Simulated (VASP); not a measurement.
Crystal: Si.

```
Si
1.0
     2.93674    0.00000    0.00000
    -1.46837    2.54329    0.00000
     0.00000    0.00000    2.74402
Si
1
Direct
  0.00000 0.00000 0.00000
```

This isn't the form of Si at room conditions, which is diamond.

- Program: VASP 6.6.1
- Task: relaxation of cell and atoms
- Functional: PBE
- Potentials or basis: VASP PAW PBE potentials, release 64 (Si)
- Cutoff: 600 eV
- k mesh: 6 × 6 × 6
- Occupations: gaussian, width 0.1 eV
- Spin: no spin polarisation

At the start: pressure -15.4 GPa; volume 20.50 Å³/atom.

Q: Where does the relaxation end?

A: Over 8 steps the energy falls by 320.8 meV/atom and the volume is 15.25 Å³/atom (-25.6 %); space group P6/mmm (No. 191, to 0.1 Å) before and after.

Step by step:
```tsv
step	energy change (eV)	largest force (eV/Å)	pressure (GPa)	volume (Å³)
1	0.0000	0.0000	-15.37	20.50
2	-0.3196	0.0000	0.44	15.19
3	-0.3199	0.0000	-0.11	15.30
4	-0.3199	0.0000	-0.48	15.40
5	-0.3204	0.0000	-0.54	15.34
6	-0.3205	0.0000	-0.62	15.36
7	-0.3207	0.0000	0.13	15.23
8	-0.3208	0.0000	-0.01	15.25
```

Final structure:
```xyz
1
Lattice="2.6413 0.0000 0.0000 -1.3206 2.2874 0.0000 0.0000 0.0000 2.5246" Properties=species:S:1:pos:R:3 pbc="T T T"
Si    0.0000    0.0000    0.0000
```

Caveat: the k points lie up to 0.46 Å⁻¹ apart in the final cell, too coarse for converged energies and pressures of a metal; the volume moved by over 15 % at a fixed basis, so the end points are rough.
